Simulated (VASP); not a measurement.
Write the native input for VASP 6.6.1 that does the following.

| Item | Value |
| --- | --- |
| Task | electric field gradients |
| Functional | LDA |
| Potentials or basis | VASP PAW LDA potentials, release 64 (Tc_pv) |
| Cutoff | 520 eV |
| k mesh | 17 × 17 × 9 |
| Occupations | fermi-dirac, width 0.08 eV |
| Spin | no spin polarisation |
| Dipole correction | no |
| Further INCAR settings | ALGO = Normal; EDIFF = 1e-08; NBANDS = 20 |

The structure of Tc lies in POSCAR:

```
Tc
1.0
    2.7400001704      0.0000000000      0.0000000000
   -1.3700000852      2.3729097540      0.0000000000
    0.0000000000      0.0000000000      4.3540200000
Tc
2
Direct
    0.3333333333      0.6666666667      0.2500000000
    0.6666666667      0.3333333333      0.7500000000
```

This cell differs from its parent crystal: zz strain of -1 %.

The input as run:

INCAR

```
SYSTEM = Tc
  PREC = Accurate
  ENCUT = 520
  EDIFF = 1E-8
  ISMEAR = -1
  SIGMA = 0.08
  LREAL = .False.
  LASPH = .True.
  NELM = 100
  ALGO = Normal
  ISIF = 2
  LWAVE = .False.
  LCHARG = .False.
  LEFG = .True.
  NBANDS = 20
```

KPOINTS

```
regular mesh
0
Gamma
  17 17 9
  0 0 0
```

Potentials or basis: VASP PAW LDA potentials, release 64 (Tc_pv).

Launch:

```bash
$ cat potpaw_LDA.64/Tc_pv/POTCAR > POTCAR
$ mpirun -np 1 vasp_std > vasp.out
```

Results of the run:

```json
{
 "Pressure": "-8.6 GPa",
 "Band gap on the k mesh": "zero (bands 13 and 14 overlap by 3.04 eV)",
 "Largest electric field gradient by atom": "Tc -20.2 V/Å²"
}
```

Caveat: the cell differs from its parent crystal (zz strain of -1 %); the cell stands under tension; without QUAD_EFG the Cq values of the log hold for a quadrupole moment of 1 mb, not for the nuclei.

Wall time 85 s on 1 thread of Intel Xeon 8259CL, on a shared host, peak memory 0.19 GiB.
